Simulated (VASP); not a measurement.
# InSe (R3m) in VASP: notebook

The runs below take InSe through single point, with PBEsol.

Everything below comes from runs of VASP 6.6.1. Logs are shortened: lines on timing, memory, paths and dates and some standing lists are left out, and cuts for length are marked.

## 1. The cell of the first run

Symmetry: R3m, No. 160, trigonal system. The conventional cell has a = 4.019 Å, b = 4.019 Å, c = 26.666 Å, α = 90.00°, β = 90.00°, γ = 120.00°. Within 3.5 Å of In (site symmetry 3m) lie 3 Se at 2.65 Å and 1 In at 2.78 Å. In (site symmetry 3m) has 3 Se at 2.65 Å and 1 In at 2.78 Å within 3.5 Å. Within 3.5 Å of Se (site symmetry 3m) lie 3 In at 2.65 Å. Se (site symmetry 3m) has 3 In at 2.65 Å within 3.5 Å.

## 2. Single point, PBEsol (31.09 Å³/atom)

File INCAR:

```
SYSTEM = InSe
PREC     = Accurate       ! precision mode
ENCUT    = 520            ! plane-wave cutoff, eV
EDIFF    = 1E-6           ! SCF threshold, eV
ISMEAR   = 0              ! smearing method
SIGMA    = 0.02           ! smearing width, eV
LREAL    = .FALSE.        ! projectors in reciprocal space
LASPH    = .TRUE.         ! aspherical terms in the spheres
NELM     = 100            ! most SCF steps
ALGO     = Normal         ! electronic algorithm
ISIF     = 2              ! what is computed and relaxed
LWAVE    = .FALSE.        ! write WAVECAR
LCHARG   = .FALSE.        ! write CHGCAR
GGA      = PS             ! functional
NBANDS   = 27             ! bands
```

File KPOINTS:

```
regular mesh
0
G
  12 12 12
  0 0 0
```

File POSCAR:

```
InSe
1.0
    2.0097303694      1.1603183698      8.8885250420
   -2.0097303694      1.1603183698      8.8885250420
    0.0000000000     -2.3206367395      8.8885250420
In Se
2 2
Direct
    0.0034758749      0.0034758749      0.0034758749
    0.1078540661      0.1078540661      0.1078540661
    0.6223393682      0.6223393682      0.6223393682
    0.8223306906      0.8223306906      0.8223306906
```

Potentials or basis: VASP PAW PBE potentials, release 64 (In_d, Se).

On the command line:

```sh
$ cat potpaw_PBE.64/In_d/POTCAR potpaw_PBE.64/Se/POTCAR > POTCAR
$ mpirun -np 1 vasp_std > vasp.out
```

OUTCAR:

```text
SYSTEM = InSe
   PREC = Accurate
   ENCUT = 520
   EDIFF = 1E-6
   ISMEAR = 0
   LREAL = .FALSE.
   LASPH = .TRUE.
   NELM = 100
   ISIF = 2
   GGA = PS

 ion  position               nearest neighbor table
   1  0.003  0.003  0.003-   3 2.65   3 2.65   3 2.65   2 2.78
   2  0.108  0.108  0.108-   4 2.65   4 2.65   4 2.65   1 2.78
   3  0.622  0.622  0.622-   1 2.65   1 2.65   1 2.65
   4  0.822  0.822  0.822-   2 2.65   2 2.65   2 2.65

  LATTYP: Found a trigonal (rhomboedric) cell.
 ALAT       =     9.1864700674
 COS(alpha) =     0.9042787729

  Lattice vectors:

 A1 = (   2.0097303694,   1.1603183698,   8.8885250420)
 A2 = (  -2.0097303694,   1.1603183698,   8.8885250420)
 A3 = (   0.0000000000,  -2.3206367395,   8.8885250420)

Analysis of symmetry for initial positions (statically):
=====================================================================
 Subroutine PRICEL returns:
 Original cell was already a primitive cell.

 Routine SETGRP: Setting up the symmetry group for a
 trigonal (rhombohedral) supercell.

 Subroutine GETGRP returns: Found  6 space group operations
 (whereof  6 operations were pure point group operations)
 out of a pool of 12 trial point group operations.

The static configuration has the point symmetry C_3v.

Analysis of symmetry for dynamics (positions and initial velocities):
=====================================================================
 Subroutine PRICEL returns:
 Original cell was already a primitive cell.

 Routine SETGRP: Setting up the symmetry group for a
 trigonal (rhombohedral) supercell.

 Subroutine GETGRP returns: Found  6 space group operations
 (whereof  6 operations were pure point group operations)
 out of a pool of 12 trial point group operations.

The dynamic configuration has the point symmetry C_3v.

 Subroutine INISYM returns: Found  6 space group operations
 (whereof  6 operations are pure point group operations),
 and found     1 'primitive' translations

----------------------------------------------------------------------------------------

                                     Primitive cell

  volume of cell :     124.3644

  direct lattice vectors                    reciprocal lattice vectors
     2.009730369  1.160318370  8.888525042     0.248789593  0.143638738  0.037501535
    -2.009730369  1.160318370  8.888525042    -0.248789593  0.143638738  0.037501535
     0.000000000 -2.320636739  8.888525042     0.000000000 -0.287277477  0.037501535

  length of vectors
     9.186470067  9.186470067  9.186470067     0.289714883  0.289714883  0.289714883

  position of ions in fractional coordinates (direct lattice)
     0.003475875  0.003475875  0.003475875
     0.107854066  0.107854066  0.107854066
     0.622339368  0.622339368  0.622339368
     0.822330691  0.822330691  0.822330691

  ion indices of the primitive-cell ions
   primitive index   ion index
                 1           1
                 2           2
                 3           3
                 4           4

----------------------------------------------------------------------------------------

 KPOINTS: regular mesh

Automatic generation of k-mesh.
 Grid dimensions read from file:
 generate k-points for:   12   12   12

 Generating k-lattice:

  Cartesian coordinates                     Fractional coordinates (reciprocal lattice)
     0.020732466  0.011969895  0.003125128     0.083333333  0.000000000  0.000000000
    -0.020732466  0.011969895  0.003125128     0.000000000  0.083333333  0.000000000
     0.000000000 -0.023939790  0.003125128     0.000000000  0.000000000  0.083333333

  Length of vectors
     0.024142907  0.024142907  0.024142907

  Shift w.r.t. Gamma in fractional coordinates (k-lattice)
     0.000000000  0.000000000  0.000000000

 Subroutine IBZKPT returns following result:
 ===========================================

 Found    189 irreducible k-points:

 Following reciprocal coordinates:
            Coordinates               Weight
  0.000000  0.000000  0.000000      1.000000
  0.083333  0.000000  0.000000      6.000000
  0.166667  0.000000  0.000000      6.000000
  0.250000  0.000000  0.000000      6.000000
  0.333333  0.000000 -0.000000      6.000000
  0.416667  0.000000  0.000000      6.000000
[... 16 lines left out ...]
  0.500000  0.166667  0.000000     12.000000
 -0.416667  0.166667  0.000000     12.000000
 [... further k-points ...]
   k-points           NKPTS =    189   k-points in BZ     NKDIM =    189   number of bands    NBANDS=     27
   number of dos      NEDOS =    301   number of ions     NIONS =      4
   total plane-waves  NPLWV = 343000
   dimension x,y,z NGX =    70 NGY =   70 NGZ =   70
   dimension x,y,z NGXF=   140 NGYF=  140 NGZF=  140
   ions per type =               2   2
   NGX,Y,Z   is equivalent  to a cutoff of  12.67, 12.67, 12.67 a.u.
   NGXF,Y,Z  is equivalent  to a cutoff of  25.34, 25.34, 25.34 a.u.
 SYSTEM =  InSe
   PREC   = accura    normal or accurate (medium, high low for compatibility)
   ISTART =      0    job   : 0-new  1-cont  2-samecut
   ICHARG =      2    charge: 1-file 2-atom 10-const
   ISPIN  =      1    spin polarized calculation?
   LNONCOLLINEAR =      F non collinear calculations
   LSORBIT =      F    spin-orbit coupling
   LASPH  =      T    aspherical Exc in radial PAW
   ENCUT  =  520.0 eV  38.22 Ry    6.18 a.u.  17.08 17.08 17.08*2*pi/ulx,y,z
   NELM   =    100;   NELMIN=  2; NELMDL= -5     # of ELM steps
   EDIFF  = 0.1E-05   stopping-criterion for ELM
   LREAL  =      F    real-space projection
[... 7 lines left out ...]
   TEBEG  =    0.0;   TEEND  =   0.0 temperature during run
   PSTRESS=    0.0 pullay stress
   NELECT =      38.0000    total number of electrons
   NUPDOWN=      -1.0000    fix difference up-down
   EMIN   =  10.00;   EMAX   =-10.00  energy-range for DOS
   EFERMI =   0.00;   METHOD = LEGACY
   ISMEAR =     0;   SIGMA  =   0.02  broadening in eV -4-tet -1-fermi 0-gaus
   EFERMI_NEDOS =   21; number of points for ismear=-14 and -15
   IALGO  =     38    algorithm
   IMIX   =      4    mixing-type and parameters
     AMIX     =   0.40;   BMIX     =  1.00
     AMIX_MAG =   1.60;   BMIX_MAG =  1.00
  volume/ion in A,a.u.               =      31.09       209.81
  Fermi-wavevector in a.u.,A,eV,Ry     =   1.102649  2.083705 16.542445  1.215835
  Thomas-Fermi vector in A             =   2.239095
   LORBIT       =      0    0 simple, 1 ext, 2 COOP (PROOUT), +10 PAW based schemes
   GGA     = PS    functional components
   LHFCALC =     F    Hartree Fock is set to
   AEXX    =    0.0000 exact exchange contribution
   IVDW    =     0    specifies the selected vdW correction
   LEPSILON=     F    determine dielectric tensor
   LRPA    =     F    only Hartree local field effects (RPA)
 non-spin polarized calculation
 Gauss-broadening in eV      SIGMA  =   0.02
  energy-cutoff  :      520.00
  volume of cell :      124.36
 maximum number of plane-waves:      3376
 NGX is ok and might be reduce to    70
   NGX = 35   NGY = 35   NGZ = 35

 number of electron      38.0000002 magnetization

 Free energy of the ion-electron system (eV)
  ---------------------------------------------------
  ext. energy  EPLUGINS =         0.00000000
  ---------------------------------------------------
  free energy    TOTEN  =       -15.58696932 eV

  energy without entropy =      -15.58696932  energy(sigma->0) =      -15.58696932

 E-fermi :   3.3182     XC(G=0):  -8.7457

 val. band max:        3.1702138292   @ k =   0.5000   0.5000   0.5000
 cond. band min:       3.8186902497   @ k =   0.5000   0.5000   0.5000
 fundamental gap:      0.6484764204
 Fermi energy:         3.3181927411

 k-point     1 :       0.0000    0.0000    0.0000
  band No.  band energies     occupation
      1     -11.3264      2.00000
      2     -11.1316      2.00000
      3     -11.1316      2.00000
      4     -11.0447      2.00000
      5     -11.0447      2.00000
      6     -11.0349      2.00000
[... 19 lines left out ...]
     26       8.8873      0.00000
     27      10.2200      0.00000

 k-point     2 :       0.0833    0.0000    0.0000
  band No.  band energies     occupation
      1     -11.3264      2.00000
      2     -11.1593      2.00000
      3     -11.1305      2.00000
      4     -11.0772      2.00000
      5     -11.0396      2.00000
      6     -11.0370      2.00000
[... 19 lines left out ...]
     26       9.0464      0.00000
     27      10.2108      0.00000

 k-point     3 :       0.1667    0.0000    0.0000
  band No.  band energies     occupation
      1     -11.3318      2.00000
      2     -11.2174      2.00000
      3     -11.1506      2.00000
      4     -11.1283      2.00000
      5     -11.0424      2.00000
      6     -11.0258      2.00000
[... 19 lines left out ...]
     26       9.4371      0.00000
     27       9.8013      0.00000

 k-point     4 :       0.2500    0.0000    0.0000
  band No.  band energies     occupation
      1     -11.3608      2.00000
      2     -11.2567      2.00000
      3     -11.2296      2.00000
      4     -11.1273      2.00000
      5     -11.0497      2.00000
      6     -11.0071      2.00000
[... 19 lines left out ...]
     26       9.8195      0.00000
     27      10.0636      0.00000

 k-point     5 :       0.3333    0.0000   -0.0000
  band No.  band energies     occupation
      1     -11.4085      2.00000
      2     -11.2944      2.00000
      3     -11.2646      2.00000
      4     -11.1278      2.00000
      5     -11.0568      2.00000
      6     -10.9885      2.00000
[... 19 lines left out ...]
     26       9.9713      0.00000
     27      10.6645      0.00000

 k-point     6 :       0.4167    0.0000    0.0000
  band No.  band energies     occupation
      1     -11.4449      2.00000
      2     -11.3360      2.00000
      3     -11.2635      2.00000
      4     -11.1288      2.00000
      5     -11.0620      2.00000
      6     -10.9751      2.00000
[... 444 lines left out ...]
      1     -11.3783      2.00000
      2     -11.2636      2.00000
      3     -11.2602      2.00000
      4     -11.1320      2.00000
      5     -11.0473      2.00000
      6     -11.0030      2.00000
[... 19 lines left out ...]
     26       9.8640      0.00000
     27      10.4151      0.00000

 k-point    22 :       0.4167    0.1667    0.0000
  band No.  band energies     occupation
      1     -11.4171      2.00000
      2     -11.3107      2.00000
      3     -11.2650      2.00000
      4     -11.1366      2.00000
      5     -11.0491      2.00000
      6     -10.9910      2.00000
[... 19 lines left out ...]
     26      10.0587      0.00000
     27      10.2988      0.00000

 k-point    23 :       0.5000    0.1667    0.0000
  band No.  band energies     occupation
      1     -11.4454      2.00000
      2     -11.3432      2.00000
      3     -11.2631      2.00000
      4     -11.1404      2.00000
      5     -11.0504      2.00000
      6     -10.9824      2.00000
[... 19 lines left out ...]
     26      10.1193      0.00000
     27      10.8124      0.00000

 k-point    24 :      -0.4167    0.1667    0.0000
  band No.  band energies     occupation
      1     -11.4557      2.00000
      2     -11.3541      2.00000
      3     -11.2621      2.00000
      4     -11.1418      2.00000
      5     -11.0508      2.00000
      6     -10.9793      2.00000
[... 19 lines left out ...]
     26      10.1658      0.00000
     27      11.0384      0.00000

 [... further k-points ...]
[... 5 lines left out ...]
  --------------------------------------------------------------------------------------
  -------------------------------------------------------------------------------------
  Total       -0.3008676     -0.3008676     -0.2977305      0.0000000     -0.0000000      0.0000000
  in kB       -3.8760558     -3.8760558     -3.8356413      0.0000000     -0.0000000      0.0000000
  external PRESSURE =      -3.8625843 kB  Pullay stress =       0.0000000 kB

 VOLUME and BASIS-vectors are now :
 -----------------------------------------------------------------------------
  energy-cutoff  :      520.00
  volume of cell :      124.36
      direct lattice vectors                 reciprocal lattice vectors
     2.009730369  1.160318370  8.888525042     0.248789593  0.143638738  0.037501535
    -2.009730369  1.160318370  8.888525042    -0.248789593  0.143638738  0.037501535
     0.000000000 -2.320636739  8.888525042     0.000000000 -0.287277477  0.037501535

 POSITION                                       TOTAL-FORCE (eV/Angst)
 -----------------------------------------------------------------------------------
      0.00000      0.00000      0.09269         0.000000      0.000000      0.020149
      0.00000      0.00000      2.87599         0.000000     -0.000000     -0.019974
      0.00000      0.00000     16.59504         0.000000     -0.000000     -0.019051
      0.00000      0.00000     21.92792         0.000000      0.000000      0.018875
 -----------------------------------------------------------------------------------
    total drift:                               -0.000000      0.000000      0.000223

  FREE ENERGIE OF THE ION-ELECTRON SYSTEM (eV)
  ---------------------------------------------------
  free  energy   TOTEN  =       -15.5869693212 eV

  energy  without entropy=      -15.5869693212  energy(sigma->0) =      -15.58696932
```

Wall time 80 min (1 thread of Intel Xeon 8259CL, shared host); peak memory 1 GiB.

Results:

```
Free energy            : -15.5870 eV
Pressure               : -0.4 GPa
Largest force          : 0.020 eV/Å
Band gap on the k mesh : 0.65 eV
```

Forces in eV/Å, atoms in the order of the input:
```
In   0.000  0.000  0.020
In   0.000  0.000 -0.020
Se   0.000  0.000 -0.019
Se   0.000  0.000  0.019
```

Levels at points of the mesh, in eV from the valence-band top:
```csv
k point,band 15,band 16,band 17,band 18,band 19,band 20,band 21,band 22,band 23,band 24
"(0.00, 0.00, 0.00)",-1.11,-1.00,-1.00,-0.99,-0.99,1.57,2.19,4.51,4.51,5.65
"(0.50, 0.00, 0.00)",-3.15,-2.05,-2.04,-1.97,-1.50,1.49,2.01,3.77,4.04,4.86
"(0.50, 0.50, 0.00)",-3.01,-2.25,-2.15,-1.85,-1.37,1.51,2.00,3.50,3.88,4.64
"(0.50, 0.50, 0.50)",-1.06,-1.06,-0.92,-0.92,0.00,0.65,2.25,4.47,4.47,5.78
```

Caveat: the PAW data sets were made with another functional, which shifts forces and pressure a little; spin-orbit coupling is left out, which moves the levels of the heavy elements. A k mesh can miss the band edges.

## 3. Single point, PBEsol (30.21 Å³/atom)

This run uses another cell than the first one, of 30.21 Å³/atom.

File INCAR:

```
PREC     = Accurate       # precision mode
ENCUT    = 520            # plane-wave cutoff, eV
EDIFF    = 1E-6           # SCF threshold, eV
ISMEAR   = 0              # smearing method
SIGMA    = 0.02           # smearing width, eV
LREAL    = False          # projectors in reciprocal space
LASPH    = True           # aspherical terms in the spheres
NELM     = 100            # most SCF steps
ALGO     = Normal         # electronic algorithm
ISIF     = 2              # what is computed and relaxed
LWAVE    = False          # write WAVECAR
LCHARG   = False          # write CHGCAR
GGA      = PS             # functional
NBANDS   = 27             # bands
```

File KPOINTS:

```
regular mesh
0
Gamma
  12 12 12
```

File POSCAR:

```
InSe
1.0
    2.0090849208      1.1599457199      8.6425134113
   -2.0090849208      1.1599457199      8.6425134113
    0.0000000000     -2.3198914397      8.6425134113
In Se
2 2
Direct
    0.0020138607      0.0020138607      0.0020138607
    0.1093181226      0.1093181226      0.1093181226
    0.6195150504      0.6195150504      0.6195150504
    0.8251529662      0.8251529662      0.8251529662
```

Potentials or basis: VASP PAW PBE potentials, release 64 (In_d, Se).

On the command line:

```sh
$ cat potpaw_PBE.64/In_d/POTCAR potpaw_PBE.64/Se/POTCAR > POTCAR
$ mpirun -np 1 vasp_std > vasp.out
```

Wall time 86 min (1 thread of Intel Xeon 8259CL, shared host); peak memory 1 GiB.

It converged, with:

* Free energy: -15.5953 eV
* Pressure: -0.3 GPa
* Largest force: 0.020 eV/Å
* Band gap on the k mesh: 0.48 eV

Forces in eV/Å, atoms in the order of the input:
```
In   0.000  0.000  0.020
In   0.000  0.000 -0.020
Se   0.000  0.000 -0.020
Se   0.000  0.000  0.019
```

Levels at points of the mesh, in eV from the valence-band top:
| k point | band 17 | band 18 | band 19 | band 20 | band 21 | band 22 |
| --- | --- | --- | --- | --- | --- | --- |
| (0.00, 0.00, 0.00) | -1.14 | -1.11 | -1.11 | 1.57 | 2.07 | 4.39 |
| (0.50, 0.00, 0.00) | -2.15 | -2.15 | -1.61 | 1.30 | 1.95 | 3.68 |
| (0.50, 0.50, 0.00) | -2.32 | -1.95 | -1.46 | 1.31 | 1.94 | 3.36 |
| (0.50, 0.50, 0.50) | -1.03 | -1.03 | 0.00 | 0.48 | 2.13 | 4.33 |

Caveat: the PAW data sets were made with another functional, which shifts forces and pressure a little; spin-orbit coupling is left out, which moves the levels of the heavy elements.
